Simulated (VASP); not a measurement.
# TlCuI3 (Pm-3m) in VASP: further runs

The runs below take TlCuI3 through single point, relaxation of cell and atoms, with PBE.

All numbers are computed with VASP 6.6.1; they aren't measurements. Logs are shortened: lines on timing, memory, paths and dates and some standing lists are left out, and cuts for length are marked.

## 1. The cell of the first run

The structure is cubic, space group Pm-3m (No. 221). The conventional cell has a = 5.546 Å, b = 5.546 Å, c = 5.546 Å, α = 90.00°, β = 90.00°, γ = 90.00°. Tl (site symmetry m-3m) has 12 I at 3.92 Å and 8 Cu at 4.80 Å within 5.1 Å. Cu (site symmetry m-3m) has 6 I at 2.77 Å within 3.7 Å. Within 3.7 Å of I (site symmetry 4/mmm) lie 2 Cu at 2.77 Å.

## 2. Single point, PBE

INCAR

```
PREC     = Accurate       # precision mode
ENCUT    = 520            # plane-wave cutoff, eV
EDIFF    = 1E-7           # SCF threshold, eV
ISMEAR   = 0              # smearing method
SIGMA    = 0.1            # smearing width, eV
LREAL    = F              # projectors in reciprocal space
LASPH    = T              # aspherical terms in the spheres
NELM     = 80             # most SCF steps
ALGO     = Normal         # electronic algorithm
ISIF     = 2              # what is computed and relaxed
LWAVE    = F              # write WAVECAR
LCHARG   = T              # write CHGCAR
GGA      = PE             # functional
LELF     = T              # ELF
LVHAR    = T            
NBANDS   = 30             # bands
```

KPOINTS

```
regular mesh
0
Gamma
  8 8 8
```

POSCAR

```
TlCuI3
1.0
    5.5463787864      0.0000000000      0.0000000000
    0.0000000000      5.5463787864      0.0000000000
    0.0000000000      0.0000000000      5.5463787864
Tl Cu I
1 1 3
Direct
    0.5000000000      0.5000000000      0.5000000000
    0.0000000000      0.0000000000      0.0000000000
    0.5000000000      0.0000000000      0.0000000000
    0.0000000000      0.5000000000      0.0000000000
    0.0000000000      0.0000000000      0.5000000000
```

Potentials or basis: VASP PAW PBE potentials, release 64 (Tl_d, Cu, I).

Started as:

```console
cat potpaw_PBE.64/Tl_d/POTCAR potpaw_PBE.64/Cu/POTCAR potpaw_PBE.64/I/POTCAR > POTCAR
mpirun -np 1 vasp_std > vasp.out
```

OUTCAR:

```text
PREC = Accurate
   ENCUT = 520
   EDIFF = 1E-7
   ISMEAR = 0
   LREAL = F
   LASPH = T
   NELM = 80
   ISIF = 2
   GGA = PE

 ion  position               nearest neighbor table
   1  0.500  0.500  0.500-
   2  0.000  0.000  0.000-   3 2.77   4 2.77   5 2.77   5 2.77   4 2.77   3 2.77
   3  0.500  0.000  0.000-   2 2.77   2 2.77
   4  0.000  0.500  0.000-   2 2.77   2 2.77
   5  0.000  0.000  0.500-   2 2.77   2 2.77

  LATTYP: Found a simple cubic cell.
 ALAT       =     5.5463787864

  Lattice vectors:

 A1 = (   5.5463787864,   0.0000000000,   0.0000000000)
 A2 = (   0.0000000000,   5.5463787864,   0.0000000000)
 A3 = (   0.0000000000,   0.0000000000,   5.5463787864)

Analysis of symmetry for initial positions (statically):
=====================================================================
 Subroutine PRICEL returns:
 Original cell was already a primitive cell.

 Routine SETGRP: Setting up the symmetry group for a
 simple cubic supercell.

 Subroutine GETGRP returns: Found 48 space group operations
 (whereof 48 operations were pure point group operations)
 out of a pool of 48 trial point group operations.

The static configuration has the point symmetry O_h .

Analysis of symmetry for dynamics (positions and initial velocities):
=====================================================================
 Subroutine PRICEL returns:
 Original cell was already a primitive cell.

 Routine SETGRP: Setting up the symmetry group for a
 simple cubic supercell.

 Subroutine GETGRP returns: Found 48 space group operations
 (whereof 48 operations were pure point group operations)
 out of a pool of 48 trial point group operations.

The dynamic configuration has the point symmetry O_h .

 Subroutine INISYM returns: Found 48 space group operations
 (whereof 48 operations are pure point group operations),
 and found     1 'primitive' translations

----------------------------------------------------------------------------------------

                                     Primitive cell

  volume of cell :     170.6195

  direct lattice vectors                    reciprocal lattice vectors
     5.546378786  0.000000000  0.000000000     0.180297819  0.000000000  0.000000000
     0.000000000  5.546378786  0.000000000     0.000000000  0.180297819  0.000000000
[... 84 lines left out ...]
   ICHARG =      2    charge: 1-file 2-atom 10-const
   ISPIN  =      1    spin polarized calculation?
   LNONCOLLINEAR =      F non collinear calculations
   LSORBIT =      F    spin-orbit coupling
   LASPH  =      T    aspherical Exc in radial PAW
   ENCUT  =  520.0 eV  38.22 Ry    6.18 a.u.  10.31 10.31 10.31*2*pi/ulx,y,z
   NELM   =     80;   NELMIN=  2; NELMDL= -5     # of ELM steps
   EDIFF  = 0.1E-06   stopping-criterion for ELM
   LREAL  =      F    real-space projection
   EDIFFG = 0.1E-05   stopping-criterion for IOM
   NSW    =      0    number of steps for IOM
   IBRION =     -1    ionic relax: 0-MD 1-quasi-New 2-CG
   NFREE  =      0    steps in history (QN), initial steepest desc. (CG)
   ISIF   =      2    stress and relaxation
   ISYM   =      2    0-nonsym 1-usesym 2-fastsym
   POTIM  = 0.5000    time-step for ionic-motion
   TEBEG  =    0.0;   TEEND  =   0.0 temperature during run
   PSTRESS=    0.0 pullay stress
   NELECT =      45.0000    total number of electrons
   NUPDOWN=      -1.0000    fix difference up-down
   EMIN   =  10.00;   EMAX   =-10.00  energy-range for DOS
   EFERMI =   0.00;   METHOD = LEGACY
   ISMEAR =     0;   SIGMA  =   0.10  broadening in eV -4-tet -1-fermi 0-gaus
   EFERMI_NEDOS =   21; number of points for ismear=-14 and -15
   IALGO  =     38    algorithm
   IMIX   =      4    mixing-type and parameters
     AMIX     =   0.40;   BMIX     =  1.00
     AMIX_MAG =   1.60;   BMIX_MAG =  1.00
  volume/ion in A,a.u.               =      34.12       230.28
  Fermi-wavevector in a.u.,A,eV,Ry     =   1.049871  1.983969 14.996752  1.102230
  Thomas-Fermi vector in A             =   2.184852
   LORBIT       =      0    0 simple, 1 ext, 2 COOP (PROOUT), +10 PAW based schemes
   GGA     = PE    functional components
   LHFCALC =     F    Hartree Fock is set to
   AEXX    =    0.0000 exact exchange contribution
   IVDW    =     0    specifies the selected vdW correction
   LEPSILON=     F    determine dielectric tensor
   LRPA    =     F    only Hartree local field effects (RPA)
 non-spin polarized calculation
 Gauss-broadening in eV      SIGMA  =   0.10
  energy-cutoff  :      520.00
  volume of cell :      170.62
 maximum number of plane-waves:      4636
 NGX is ok and might be reduce to    42
   NGX = 21   NGY = 21   NGZ = 21

 number of electron      45.0000034 magnetization

 Free energy of the ion-electron system (eV)
  ---------------------------------------------------
  ext. energy  EPLUGINS =         0.00000000
  ---------------------------------------------------
  free energy    TOTEN  =       -11.80645529 eV

  energy without entropy =      -11.78698937  energy(sigma->0) =      -11.79672233

 E-fermi :   3.4214     XC(G=0):  -8.7468

 val. band max:        3.4147569786   @ k =   0.5000   0.2500   0.2500
 cond. band min:       3.4356618406   @ k =   0.5000   0.5000   0.0000
 fundamental gap:      0.0209048621
 Fermi energy:         3.4213992747

 k-point     1 :       0.0000    0.0000    0.0000
  band No.  band energies     occupation
      1      -9.1734      2.00000
      2      -8.0468      2.00000
      3      -8.0468      2.00000
      4      -7.1449      2.00000
      5      -7.1449      2.00000
      6      -7.1449      2.00000
[... 781 lines left out ...]
     29       9.9464      0.00000
     30      11.0555      0.00000

 [... further k-points ...]
[... 5 lines left out ...]
  --------------------------------------------------------------------------------------
  -------------------------------------------------------------------------------------
  Total        0.0200591      0.0200591      0.0200591      0.0000000     -0.0000000      0.0000000
  in kB        0.1883621      0.1883621      0.1883621      0.0000000     -0.0000000      0.0000000
  external PRESSURE =       0.1883621 kB  Pullay stress =       0.0000000 kB

 VOLUME and BASIS-vectors are now :
 -----------------------------------------------------------------------------
  energy-cutoff  :      520.00
  volume of cell :      170.62
      direct lattice vectors                 reciprocal lattice vectors
     5.546378786  0.000000000  0.000000000     0.180297819  0.000000000  0.000000000
     0.000000000  5.546378786  0.000000000     0.000000000  0.180297819  0.000000000
     0.000000000  0.000000000  5.546378786     0.000000000  0.000000000  0.180297819

 POSITION                                       TOTAL-FORCE (eV/Angst)
 -----------------------------------------------------------------------------------
      2.77319      2.77319      2.77319         0.000000      0.000000      0.000000
      0.00000      0.00000      0.00000         0.000000      0.000000      0.000000
      2.77319      0.00000      0.00000         0.000000      0.000000      0.000000
      0.00000      2.77319      0.00000         0.000000      0.000000      0.000000
      0.00000      0.00000      2.77319         0.000000      0.000000      0.000000
 -----------------------------------------------------------------------------------
    total drift:                                0.000000      0.000000     -0.000000

  FREE ENERGIE OF THE ION-ELECTRON SYSTEM (eV)
  ---------------------------------------------------
  free  energy   TOTEN  =       -11.8064552860 eV

  energy  without entropy=      -11.7869893706  energy(sigma->0) =      -11.79672233
```

OSZICAR:

```text
N       E                     dE             d eps       ncg     rms          rms(c)
DAV:   1     0.330389998509E+03    0.33039E+03   -0.18640E+04  2100   0.136E+03
[... 11 lines left out ...]
DAV:  13    -0.118066797099E+02   -0.29460E-04   -0.44661E-04  3052   0.265E-01    0.219E-01
DAV:  14    -0.118064637171E+02    0.21599E-03   -0.38942E-04  3054   0.449E-01    0.116E-01
DAV:  15    -0.118064593721E+02    0.43450E-05   -0.11530E-04  2518   0.532E-02    0.387E-02
DAV:  16    -0.118064555723E+02    0.37998E-05   -0.77574E-06  3270   0.382E-02    0.151E-02
DAV:  17    -0.118064552955E+02    0.27681E-06   -0.69135E-06  3134   0.603E-02    0.564E-03
DAV:  18    -0.118064553216E+02   -0.26151E-07   -0.27697E-06  2782   0.140E-02    0.457E-03
DAV:  19    -0.118064552860E+02    0.35607E-07   -0.39404E-08  1410   0.401E-03
   1 F= -.11806455E+02 E0= -.11796722E+02  d E =-.194659E-01
```

stdout:

```text
POSCAR found type information on POSCAR TlCuI
 POSCAR found :  3 types and       5 ions
 scaLAPACK will be used
 LDA part: xc-table for (Slater+PW92), standard interpolation
 POSCAR, INCAR and KPOINTS ok, starting setup
 FFT: planning ... GRIDC
 FFT: planning ... GRID_SOFT
 FFT: planning ... GRID
 WAVECAR not read
 entering main loop
```

Wall time 6.4 min (1 thread of Intel Xeon 8259CL, shared host); peak memory 0.38 GiB.

Results:

```
Free energy            : -11.8065 eV
Pressure               : 0.0 GPa
Band gap on the k mesh : zero (an odd number of electrons rules out a gap without spin polarisation)
```

Caveat: spin-orbit coupling is left out, which moves the levels of the heavy elements; an odd number of electrons without spin polarisation forces a metal; a magnetic or distorted state may lie lower.

## 3. Single point, PBE, collinear spin

This run uses another cell than the first one, of 32.82 Å³/atom.

INCAR

```
SYSTEM = TlCuI3
PREC     = Accurate       ! precision mode
ENCUT    = 520            ! plane-wave cutoff, eV
EDIFF    = 1E-7           ! SCF threshold, eV
ISMEAR   = 0              ! smearing method
SIGMA    = 0.1            ! smearing width, eV
LREAL    = .False.        ! projectors in reciprocal space
LASPH    = .True.         ! aspherical terms in the spheres
NELM     = 150            ! most SCF steps
ALGO     = Normal         ! electronic algorithm
ISIF     = 2              ! what is computed and relaxed
LWAVE    = .False.        ! write WAVECAR
LCHARG   = .True.         ! write CHGCAR
ISPIN    = 2              ! spin polarisation
MAGMOM   = 0 1 0 0 0      ! initial moments
LORBIT   = 11             ! projections on sites
LMAXMIX  = 4              ! l up to which the mixer works
GGA      = PE             ! functional
LELF     = .True.         ! ELF
LVHAR    = .True.       
NBANDS   = 34             ! bands
```

KPOINTS

```
Automatic mesh
0
Gamma
  4 4 4
  0 0 0
```

Edit POSCAR of step 2 so:

```diff
@@ -2,5 +2,5 @@
 1.0
-    5.5463787864      0.0000000000      0.0000000000
-    0.0000000000      5.5463787864      0.0000000000
-    0.0000000000      0.0000000000      5.5463787864
+    5.4750351300      0.0000000000      0.0000000000
+    0.0000000000      5.4750351300      0.0000000000
+    0.0000000000      0.0000000000      5.4750351300
 Tl Cu I
```

Potentials or basis: VASP PAW PBE potentials, release 64 (Tl_d, Cu, I).

Started as:

```console
cat potpaw_PBE.64/Tl_d/POTCAR potpaw_PBE.64/Cu/POTCAR potpaw_PBE.64/I/POTCAR > POTCAR
mpirun -np 1 vasp_std > vasp.out
```

It took 7.4 min on 1 thread of Intel Xeon 8259CL, shared host; peak memory 0.37 GiB.

It converged, with:

```
Free energy                                           : -11.6946 eV
Pressure                                              : 1.3 GPa
Net moment                                            : 0.00 μB per cell
Valence electrons inside the program's atomic spheres : Tl 11.07; Cu 9.81; I 4.29
```

Levels at points of the mesh, in eV from the Fermi level:
Spin up:
```csv
k point,band 20,band 21,band 22,band 23,band 24,band 25,band 26,band 27
"(0.00, 0.00, 0.00)",-1.13,-0.72,-0.72,-0.72,0.92,4.68,4.68,4.68
"(0.50, 0.00, 0.00)",-1.26,-1.13,-0.74,-0.74,2.23,3.74,3.74,4.28
"(0.50, 0.50, 0.00)",-1.10,-1.10,0.01,0.84,2.66,3.81,3.81,5.62
"(0.50, 0.50, 0.50)",0.01,0.01,0.87,0.87,4.83,4.83,4.83,4.85
```
Spin down:
| k point | band 20 | band 21 | band 22 | band 23 | band 24 | band 25 | band 26 | band 27 |
| --- | --- | --- | --- | --- | --- | --- | --- | --- |
| (0.00, 0.00, 0.00) | -1.13 | -0.72 | -0.72 | -0.72 | 0.92 | 4.68 | 4.68 | 4.68 |
| (0.50, 0.00, 0.00) | -1.26 | -1.13 | -0.74 | -0.74 | 2.23 | 3.74 | 3.74 | 4.28 |
| (0.50, 0.50, 0.00) | -1.10 | -1.10 | 0.01 | 0.84 | 2.66 | 3.81 | 3.81 | 5.62 |
| (0.50, 0.50, 0.50) | 0.01 | 0.01 | 0.87 | 0.87 | 4.83 | 4.83 | 4.83 | 4.85 |

Caveat: spin-orbit coupling is left out, which moves the levels of the heavy elements.

[end of part 1 of 2]

The gap in the log of VASP goes by the Fermi energy; the results here count the filled bands.